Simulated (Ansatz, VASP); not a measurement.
**One calculation of As, two programs**

File INCAR:

```
PREC = Accurate ; ENCUT = 520
EDIFF = 1E-7 ; ISMEAR = 0
SIGMA = 0.1 ; LREAL = False
LASPH = True ; NELM = 100
ALGO = Normal ; ISIF = 2
LWAVE = False ; LCHARG = False
GGA = PS ; NBANDS = 8
```

Contents of KPOINTS:

```
Automatic mesh
0
Gamma
  8 8 8
```

Contents of POSCAR:

```
As
1.0
    2.5961764756      0.0000000000      0.0000000000
    0.0000000000      2.5961764756      0.0000000000
    0.0000000000      0.0000000000      2.5962002733
As
1
Direct
    0.0000000000      0.0000000000      0.0000000000
```

Input for Ansatz:

```yaml
crystal:
  lattice:
    - [2.5961764756, 0.0, 0.0]
    - [0.0, 2.5961764756, 0.0]
    - [0.0, 0.0, 2.5962002733]
  atoms:
    - { symbol: As, position: [0.0, 0.0, 0.0] }
basis:
  ecutwfc: 420
kpoints:
  mp_grid: { grid: [8, 8, 8] }
hamiltonian:
  xc: pbesol
scf:
  occupations: { method: gaussian, width: 0.1 }
output:
  forces: true
  stress: true
  eigenvalues: true
```

Alike in both runs: task single point; functional PBEsol; k mesh 8 × 8 × 8; occupations gaussian, width 0.1 eV; no spin polarisation.

|  | VASP | Ansatz |
| --- | --- | --- |
| version | VASP 6.6.1 | Ansatz 0.2.0 |
| potentials or method | VASP PAW PBE potentials, release 64 (As), cutoff 520 eV | scalar-relativistic, plane waves, PAW |
| valence electrons in the cell | 5 | 15 |

Ansatz gave:

```
gap on the k mesh at the Fermi level (eV) : none
pressure (GPa)                            : 12.1
```

Question: Which values does VASP return?

Answer: gap on the k mesh at the Fermi level (eV): none; pressure (GPa): 12.7.

VASP's potentials were made for PBE, not for PBEsol. A gap of «none» marks a metal or a gap that the smearing closes. VASP's potentials hold 5 valence electrons a cell and Ansatz's 15, so a difference there can come from the potentials and not from the codes. Ansatz's warnings: near symmetry operations not taken.
